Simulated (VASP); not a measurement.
# Sb5Ga5H18 in VASP: single point with PBE

Aim: the single point of Sb5Ga5H18 with PBE.

Everything below comes from runs of VASP 6.6.1. Logs are shortened: lines on timing, memory, paths and dates and some standing lists are left out, and cuts for length are marked.

## Step 1: The cell of the first run

The cell holds a cluster in a box, 28 atoms: a = 16.200 Å, b = 16.300 Å, c = 16.600 Å, α = 90.00°, β = 90.00°, γ = 90.00°.

## Step 2: Single point, PBE

INCAR

```
PREC = Accurate ; ENCUT = 400
EDIFF = 1E-6 ; ISMEAR = 0
SIGMA = 0.05 ; LREAL = Auto
LASPH = T ; NELM = 120
ALGO = Normal ; ISIF = 2
LWAVE = F ; LCHARG = F
GGA = PE ; NBANDS = 99
GGA_COMPAT = F
```

KPOINTS

```
Automatic mesh
0
Gamma
  1 1 1
```

POSCAR

```
Ga5Sb5H18
1.0
   16.2000000000      0.0000000000      0.0000000000
    0.0000000000     16.3000000000      0.0000000000
    0.0000000000      0.0000000000     16.6000000000
Sb Ga H
5 5 18
Direct
    0.5185292669      0.4124929085      0.6003465737
    0.5185248421      0.6021877363      0.4140825650
    0.3559518379      0.3975657459      0.3994205603
    0.6492114180      0.3878641866      0.3898948030
    0.6728953350      0.6142296184      0.6121630189
    0.4271708479      0.5111051824      0.5109145113
    0.5767103759      0.2926187883      0.5037876952
    0.6036131844      0.7151278002      0.5012364578
    0.5767178571      0.5038588613      0.2963781184
    0.6036099776      0.5012624699      0.7112388145
    0.4428039207      0.3643730936      0.6548492576
    0.3408485101      0.5421146902      0.5413605289
    0.4428004851      0.6576917539      0.3668276034
    0.4990607912      0.2560337411      0.4602007045
    0.6440725067      0.2406454695      0.5470028114
    0.5382153123      0.7667558036      0.5479394104
    0.6740443317      0.7494557445      0.4468987518
    0.4046757802      0.3322286261      0.3352353511
    0.2886938663      0.3271547891      0.4385057971
    0.2886855828      0.4373893274      0.3302997691
    0.7046780308      0.3246799868      0.3278445212
    0.7335973491      0.4324937406      0.4337215110
    0.4990749560      0.4594721201      0.2604350362
    0.6440760952      0.5478760709      0.2453420072
    0.5382112541      0.5488296851      0.7619289652
    0.6740464478      0.4459382926      0.7449566221
    0.7326780012      0.6754516467      0.6722784701
    0.7542878531      0.5669260280      0.5657127573
```

Potentials or basis: VASP PAW PBE potentials, release 64 (Sb_d_GW, Ga_d, H).

Run with:

```sh
$ cat potpaw_PBE.64/Sb_d_GW/POTCAR potpaw_PBE.64/Ga_d/POTCAR potpaw_PBE.64/H/POTCAR > POTCAR
$ mpirun -np 1 vasp_gam > vasp.out
```

OUTCAR:

```text
PREC = Accurate
   ENCUT = 400
   EDIFF = 1E-6
   ISMEAR = 0
   LREAL = Auto
   LASPH = T
   NELM = 120
   ISIF = 2
   GGA = PE

 ion  position               nearest neighbor table
   1  0.519  0.412  0.600-  11 1.71   6 2.64   7 2.70  10 2.72
   2  0.519  0.602  0.414-  13 1.71   6 2.64   9 2.70   8 2.72
   3  0.356  0.398  0.399-  18 1.70  19 1.71  20 1.71   6 2.86
   4  0.649  0.388  0.390-  22 1.71  21 1.71   9 2.71   7 2.71
   5  0.673  0.614  0.612-  28 1.71  27 1.71   8 2.71  10 2.71
   6  0.427  0.511  0.511-  12 1.57   1 2.64   2 2.64   3 2.86
   7  0.577  0.293  0.504-  15 1.56  14 1.57   1 2.70   4 2.71
   8  0.604  0.715  0.501-  17 1.56  16 1.56   5 2.71   2 2.72
   9  0.577  0.504  0.296-  24 1.56  23 1.57   2 2.70   4 2.71
  10  0.604  0.501  0.711-  26 1.56  25 1.56   5 2.71   1 2.72
  11  0.443  0.364  0.655-   1 1.71
  12  0.341  0.542  0.541-   6 1.57
  13  0.443  0.658  0.367-   2 1.71
  14  0.499  0.256  0.460-   7 1.57
  15  0.644  0.241  0.547-   7 1.56
  16  0.538  0.767  0.548-   8 1.56
[... 10 lines left out ...]
  27  0.733  0.675  0.672-   5 1.71
  28  0.754  0.567  0.566-   5 1.71

  LATTYP: Found a simple orthorhombic cell.
 ALAT       =    16.2000000000
 B/A-ratio  =     1.0061728395
 C/A-ratio  =     1.0246913580

  Lattice vectors:

 A1 = (  16.2000000000,   0.0000000000,   0.0000000000)
 A2 = (   0.0000000000,  16.3000000000,   0.0000000000)
 A3 = (   0.0000000000,   0.0000000000,  16.6000000000)

Analysis of symmetry for initial positions (statically):
=====================================================================
 Subroutine PRICEL returns:
 Original cell was already a primitive cell.

 Routine SETGRP: Setting up the symmetry group for a
 simple orthorhombic supercell.

 Subroutine GETGRP returns: Found  1 space group operations
 (whereof  1 operations were pure point group operations)
 out of a pool of  8 trial point group operations.

The static configuration has the point symmetry C_1 .

Analysis of symmetry for dynamics (positions and initial velocities):
=====================================================================
 Subroutine PRICEL returns:
 Original cell was already a primitive cell.

 Routine SETGRP: Setting up the symmetry group for a
 simple orthorhombic supercell.

 Subroutine GETGRP returns: Found  1 space group operations
 (whereof  1 operations were pure point group operations)
 out of a pool of  8 trial point group operations.

The dynamic configuration has the point symmetry C_1 .

 Subroutine INISYM returns: Found  1 space group operations
 (whereof  1 operations are pure point group operations),
 and found     1 'primitive' translations

----------------------------------------------------------------------------------------

                                     Primitive cell

  volume of cell :    4383.3960

  direct lattice vectors                    reciprocal lattice vectors
    16.200000000  0.000000000  0.000000000     0.061728395  0.000000000  0.000000000
     0.000000000 16.300000000  0.000000000     0.000000000  0.061349693  0.000000000
     0.000000000  0.000000000 16.600000000     0.000000000  0.000000000  0.060240964

  length of vectors
    16.200000000 16.300000000 16.600000000     0.061728395  0.061349693  0.060240964

  position of ions in fractional coordinates (direct lattice)
     0.518529267  0.412492908  0.600346574
     0.518524842  0.602187736  0.414082565
     0.355951838  0.397565746  0.399420560
     0.649211418  0.387864187  0.389894803
     0.672895335  0.614229618  0.612163019
     0.427170848  0.511105182  0.510914511
[... 20 lines left out ...]
     0.732678001  0.675451647  0.672278470
     0.754287853  0.566926028  0.565712757

  ion indices of the primitive-cell ions
   primitive index   ion index
                 1           1
                 2           2
                 3           3
                 4           4
                 5           5
                 6           6
[... 20 lines left out ...]
                27          27
                28          28

----------------------------------------------------------------------------------------

 KPOINTS: Automatic mesh

Automatic generation of k-mesh.
 Grid dimensions read from file:
 generate k-points for:    1    1    1

 Generating k-lattice:

  Cartesian coordinates                     Fractional coordinates (reciprocal lattice)
     0.061728395  0.000000000  0.000000000     1.000000000  0.000000000  0.000000000
     0.000000000  0.061349693  0.000000000     0.000000000  1.000000000  0.000000000
     0.000000000  0.000000000  0.060240964     0.000000000  0.000000000  1.000000000

  Length of vectors
     0.061728395  0.061349693  0.060240964

  Shift w.r.t. Gamma in fractional coordinates (k-lattice)
     0.000000000  0.000000000  0.000000000

 Subroutine IBZKPT returns following result:
 ===========================================

 Found      1 irreducible k-points:

 Following reciprocal coordinates:
            Coordinates               Weight
  0.000000  0.000000  0.000000      1.000000
   k-points           NKPTS =      1   k-points in BZ     NKDIM =      1   number of bands    NBANDS=     99
   number of dos      NEDOS =    301   number of ions     NIONS =     28
   total plane-waves  NPLWV = ******
   dimension x,y,z NGX =   108 NGY =  108 NGZ =  108
   dimension x,y,z NGXF=   216 NGYF=  216 NGZF=  216
   ions per type =               5   5  18
   NGX,Y,Z   is equivalent  to a cutoff of  11.08, 11.02, 10.82 a.u.
   NGXF,Y,Z  is equivalent  to a cutoff of  22.17, 22.03, 21.63 a.u.
 SYSTEM =  unknown system
   PREC   = accura    normal or accurate (medium, high low for compatibility)
   ISTART =      0    job   : 0-new  1-cont  2-samecut
   ICHARG =      2    charge: 1-file 2-atom 10-const
   ISPIN  =      1    spin polarized calculation?
   LNONCOLLINEAR =      F non collinear calculations
   LSORBIT =      F    spin-orbit coupling
   LASPH  =      T    aspherical Exc in radial PAW
   ENCUT  =  400.0 eV  29.40 Ry    5.42 a.u.  26.42 26.58 27.07*2*pi/ulx,y,z
   NELM   =    120;   NELMIN=  2; NELMDL= -5     # of ELM steps
   EDIFF  = 0.1E-05   stopping-criterion for ELM
   LREAL  =      T    real-space projection
   EDIFFG = 0.1E-04   stopping-criterion for IOM
   NSW    =      0    number of steps for IOM
   IBRION =     -1    ionic relax: 0-MD 1-quasi-New 2-CG
   NFREE  =      0    steps in history (QN), initial steepest desc. (CG)
   ISIF   =      2    stress and relaxation
   ISYM   =      2    0-nonsym 1-usesym 2-fastsym
   POTIM  = 0.5000    time-step for ionic-motion
   TEBEG  =    0.0;   TEEND  =   0.0 temperature during run
   PSTRESS=    0.0 pullay stress
   NELECT =     158.0000    total number of electrons
   NUPDOWN=      -1.0000    fix difference up-down
   EMIN   =  10.00;   EMAX   =-10.00  energy-range for DOS
   EFERMI =   0.00;   METHOD = LEGACY
   ISMEAR =     0;   SIGMA  =   0.05  broadening in eV -4-tet -1-fermi 0-gaus
   EFERMI_NEDOS =   21; number of points for ismear=-14 and -15
   IALGO  =     38    algorithm
   IMIX   =      4    mixing-type and parameters
     AMIX     =   0.40;   BMIX     =  1.00
     AMIX_MAG =   1.60;   BMIX_MAG =  1.00
  volume/ion in A,a.u.               =     156.55      1056.45
  Fermi-wavevector in a.u.,A,eV,Ry     =   0.540784  1.021933  3.978984  0.292447
  Thomas-Fermi vector in A             =   1.568071
   LORBIT       =      0    0 simple, 1 ext, 2 COOP (PROOUT), +10 PAW based schemes
   GGA     = PE    functional components
   LHFCALC =     F    Hartree Fock is set to
   AEXX    =    0.0000 exact exchange contribution
   IVDW    =     0    specifies the selected vdW correction
   LEPSILON=     F    determine dielectric tensor
   LRPA    =     F    only Hartree local field effects (RPA)
 non-spin polarized calculation
 Gauss-broadening in eV      SIGMA  =   0.05
  energy-cutoff  :      400.00
  volume of cell :     4383.40
 maximum number of plane-waves:     39830
 NGX is ok and might be reduce to   108
   NGX = 53   NGY = 53   NGZ = 55

 number of electron     158.0000004 magnetization

 Free energy of the ion-electron system (eV)
  ---------------------------------------------------
  ext. energy  EPLUGINS =         0.00000000
  ---------------------------------------------------
  free energy    TOTEN  =       -90.83644849 eV

  energy without entropy =      -90.83644849  energy(sigma->0) =      -90.83644849

 E-fermi :  -5.1925     XC(G=0):  -1.3296

 val. band max:       -5.4920971906   @ k =   0.0000   0.0000   0.0000
 cond. band min:      -1.8933143258   @ k =   0.0000   0.0000   0.0000
 fundamental gap:      3.5987828648
 Fermi energy:        -5.1924515625

 k-point     1 :       0.0000    0.0000    0.0000
  band No.  band energies     occupation
      1     -33.6711      2.00000
      2     -33.6680      2.00000
      3     -33.5768      2.00000
      4     -33.5724      2.00000
      5     -33.5298      2.00000
      6     -32.8853      2.00000
[... 83 lines left out ...]
     90      -0.4508      0.00000
     91      -0.3726      0.00000
 [bands above 91 left out]

------------------------ aborting loop because EDIFF is reached ----------------------------------------

  FORCE on cell =-STRESS in cart. coord.  units (eV):
  Direction    XX          YY          ZZ          XY          YZ          ZX
  --------------------------------------------------------------------------------------
  -------------------------------------------------------------------------------------
  Total       -1.4233822     -1.4037870     -1.4116134      0.0324873     -0.0170768      0.0347527
  in kB       -0.5202612     -0.5130989     -0.5159596      0.0118744     -0.0062417      0.0127025
  external PRESSURE =      -0.5164399 kB  Pullay stress =       0.0000000 kB

 VOLUME and BASIS-vectors are now :
 -----------------------------------------------------------------------------
  energy-cutoff  :      400.00
  volume of cell :     4383.40
      direct lattice vectors                 reciprocal lattice vectors
    16.200000000  0.000000000  0.000000000     0.061728395  0.000000000  0.000000000
     0.000000000 16.300000000  0.000000000     0.000000000  0.061349693  0.000000000
     0.000000000  0.000000000 16.600000000     0.000000000  0.000000000  0.060240964

 POSITION                                       TOTAL-FORCE (eV/Angst)
 -----------------------------------------------------------------------------------
      8.40017      6.72363      9.96575         0.016115      0.015937     -0.009815
      8.40010      9.81566      6.87377         0.015756     -0.012778      0.014220
      5.76642      6.48032      6.63038         0.007552      0.009447      0.007240
     10.51722      6.32219      6.47225        -0.005674      0.006308      0.006249
     10.90090     10.01194     10.16191        -0.006166     -0.008643     -0.006859
      6.92017      8.33101      8.48118        -0.044579      0.019317      0.016241
[... 20 lines left out ...]
     11.86938     11.00986     11.15982         0.004921      0.006131      0.006627
     12.21946      9.24089      9.39083         0.009476     -0.008534     -0.008129
 -----------------------------------------------------------------------------------
    total drift:                                0.013218      0.000602     -0.004888

  FREE ENERGIE OF THE ION-ELECTRON SYSTEM (eV)
  ---------------------------------------------------
  free  energy   TOTEN  =       -90.8364484909 eV

  energy  without entropy=      -90.8364484909  energy(sigma->0) =      -90.83644849
```

Run time: 11 min. Hardware: 1 thread of Intel Xeon Platinum 8488C (Sapphire Rapids), shared host; peak memory 1.9 GiB.

Results:

| Item | Value |
| --- | --- |
| Free energy | -90.8364 eV |
| Largest force | 0.051 eV/Å |
| Gap between the frontier levels | 3.60 eV |

Forces in eV/Å, atoms in the order of the input:
```
Sb   0.016  0.016 -0.010
Sb   0.016 -0.013  0.014
Sb   0.008  0.009  0.007
Sb  -0.006  0.006  0.006
Sb  -0.006 -0.009 -0.007
Ga  -0.045  0.019  0.016
Ga   0.009 -0.020  0.006
Ga   0.004  0.023 -0.004
Ga   0.009  0.004 -0.022
Ga   0.004  0.000  0.023
H   -0.015 -0.007  0.009
H    0.037 -0.014 -0.014
H   -0.015  0.009 -0.007
H    0.000  0.001  0.003
H   -0.003  0.007 -0.001
H    0.003 -0.005 -0.001
H   -0.007 -0.004  0.004
H    0.001 -0.010 -0.010
H   -0.012 -0.012  0.003
H   -0.012  0.002 -0.011
H   -0.001 -0.007 -0.007
H    0.006  0.004  0.004
H    0.001  0.003  0.001
H   -0.003 -0.002  0.007
H    0.003 -0.002 -0.005
H   -0.007  0.003 -0.004
H    0.005  0.006  0.007
H    0.009 -0.009 -0.008
```

Levels at points of the mesh, in eV from the valence-band top:
```tsv
k point	band 75	band 76	band 77	band 78	band 79	band 80	band 81	band 82	band 83	band 84
(0.00, 0.00, 0.00)	-0.29	-0.25	-0.09	-0.09	0.00	3.60	3.86	4.00	4.10	4.32
```

Caveat: spin-orbit coupling is left out, which moves the levels of the heavy elements.
